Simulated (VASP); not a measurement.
Wanted: the native input for a VASP 6.6.1 run.

```
Task                   : single point
Functional             : PBEsol
Potentials or basis    : VASP PAW PBE potentials, release 64 (Cr_pv)
Cutoff                 : 520 eV
k mesh                 : 16 × 16 × 4
Occupations            : fermi-dirac, width 0.1 eV
Spin                   : no spin polarisation
Dipole correction      : no
Further INCAR settings : ALGO = Normal; EDIFF = 1e-06; NBANDS = 32
```

The structure of Cr lies in POSCAR:

```
Cr
1.0
    2.4396444967      0.0000000000      0.0000000000
   -1.2198222483      2.1127941103      0.0000000000
    0.0000000000      0.0000000000      8.5536007185
Cr
4
Direct
    1.0000000000      0.0000000000      0.0000000000
    1.0000000000      0.0000000000      0.5000000000
    0.3333333333      0.6666666667      0.2500000000
    0.6666666667      0.3333333333      0.7500000000
```

This cell differs from its parent crystal: volume scaled by 0.96.

The input as run:

INCAR

```
SYSTEM = Cr
PREC = Accurate
ENCUT = 520
EDIFF = 1E-6
ISMEAR = -1
SIGMA = 0.1
LREAL = .FALSE.
LASPH = .TRUE.
NELM = 100
ALGO = Normal
ISIF = 2
LWAVE = .FALSE.
LCHARG = .TRUE.
GGA = PS
LELF = .TRUE.
LVHAR = .TRUE.
NBANDS = 32
```

KPOINTS

```
Automatic mesh
0
G
  16 16 4
  0 0 0
```

Potentials or basis: VASP PAW PBE potentials, release 64 (Cr_pv).

Launch:

```console
$ cat potpaw_PBE.64/Cr_pv/POTCAR > POTCAR
$ mpirun -np 1 vasp_std > vasp.out
```

It gave:

| Quantity | Value |
| --- | --- |
| Pressure | 10.9 GPa |
| Band gap on the k mesh | zero (band 24 reaches 12.30 eV, above the bottom of band 25 at 10.98 eV) |

Caveat: the PAW data sets were made with another functional, which shifts forces and pressure a little; the run has no spin polarisation, though such a crystal can be magnetic.

Run time: 2.2 min on 1 thread of Intel Xeon 6975P-C, on a shared host, peak memory 0.22 GiB.
